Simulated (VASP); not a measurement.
Write the native input for VASP 6.6.1 that does the following.

| Quantity | Value |
| --- | --- |
| Task | single point |
| Functional | PBEsol |
| Potentials or basis | VASP PAW PBE potentials, release 64 (Se) |
| Cutoff | 520 eV |
| k mesh | 7 × 7 × 6 |
| Occupations | fermi-dirac, width 0.05 eV |
| Spin | no spin polarisation |
| Dipole correction | no |
| Further INCAR settings | ALGO = Normal; EDIFF = 1e-07; NBANDS = 16 |

The structure of Se lies in POSCAR:

```
Se
1.0
    4.0454163863      0.0000000000      0.0000000000
   -2.0227081932      3.5034333594      0.0000000000
    0.0000000000      0.0000000000      5.1180547610
Se
3
Direct
    0.7519191788      0.7519191788      0.0000000000
    0.0000000000      0.2480808212      0.6666666667
    0.2480808212      0.0000000000      0.3333333333
```

These files were run (other wordings do the same):

INCAR

```
SYSTEM = Se
PREC     = Accurate       ! precision mode
ENCUT    = 520            ! plane-wave cutoff, eV
EDIFF    = 1E-7           ! SCF threshold, eV
ISMEAR   = -1             ! smearing method
SIGMA    = 0.05           ! smearing width, eV
LREAL    = .FALSE.        ! projectors in reciprocal space
LASPH    = .TRUE.         ! aspherical terms in the spheres
NELM     = 80             ! most SCF steps
ALGO     = Normal         ! electronic algorithm
ISIF     = 2              ! what is computed and relaxed
LWAVE    = .FALSE.        ! write WAVECAR
LCHARG   = .FALSE.        ! write CHGCAR
GGA      = PS             ! functional
NBANDS   = 16             ! bands
```

KPOINTS

```
regular mesh
0
G
  7 7 6
  0 0 0
```

Potentials or basis: VASP PAW PBE potentials, release 64 (Se).

Launch:

```bash
$ cat potpaw_PBE.64/Se/POTCAR > POTCAR
$ mpirun -np 1 vasp_std > vasp.out
```

It gave:

* Pressure: 0.2 GPa
* Largest force: 0.036 eV/Å
* Band gap on the k mesh: 0.90 eV, indirect (least direct gap 1.14 eV)

Caveat: the PAW data sets were made with another functional, which shifts forces and pressure a little.

Run time: 62 s on 1 thread of AMD EPYC 7R13, with other jobs on the host, peak memory 0.16 GiB.
